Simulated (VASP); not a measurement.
Input of a VASP 6.6.1 run:

Contents of INCAR:

```
PREC = Accurate
ENCUT = 500
EDIFF = 1E-6
ISMEAR = 0
SIGMA = 0.1
LREAL = F
LASPH = T
NELM = 120
ALGO = Normal
ISIF = 2
LWAVE = F
LCHARG = T
GGA = PE
LELF = T
LVHAR = T
NBANDS = 40
GGA_COMPAT = F
```

File KPOINTS:

```
Automatic mesh
0
Gamma
  6 6 2
```

Contents of POSCAR:

```
Ga2P
1.0
    3.6516953523      0.0000000000      0.0000000000
    0.0000000000      3.6516953523      0.0000000000
    0.0000000000      0.0000000000      8.4569905007
Ga P
4 2
Direct
    0.0000000000      0.5000000000      0.9569872191
    0.5000000000      0.0000000000      0.0430127809
    0.0000000000      0.5000000000      0.3594545941
    0.5000000000      0.0000000000      0.6405454059
    0.0000000000      0.5000000000      0.6694982180
    0.5000000000      0.0000000000      0.3305017820
```

Potentials or basis: VASP PAW PBE potentials, release 64 (Ga_d, P).

Run with:

```sh
$ cat potpaw_PBE.64/Ga_d/POTCAR potpaw_PBE.64/P/POTCAR > POTCAR
$ mpirun -np 1 vasp_std > vasp.out
```

Task: Estimate the band gap on the k mesh.

Result: Zero (bands 31 and 32 overlap by 4.89 eV).

Task: Predict the pressure.

Result: 0.0 GPa.

Task: Estimate the largest force.

Result: 0.049 eV/Å.

Stress tensor (GPa, compression positive):
```
 0.05  0.00  0.00
 0.00  0.05  0.00
 0.00  0.00 -0.07
```

Caveat: the k points lie up to 0.37 Å⁻¹ apart, too coarse for converged energies and pressures of a metal.
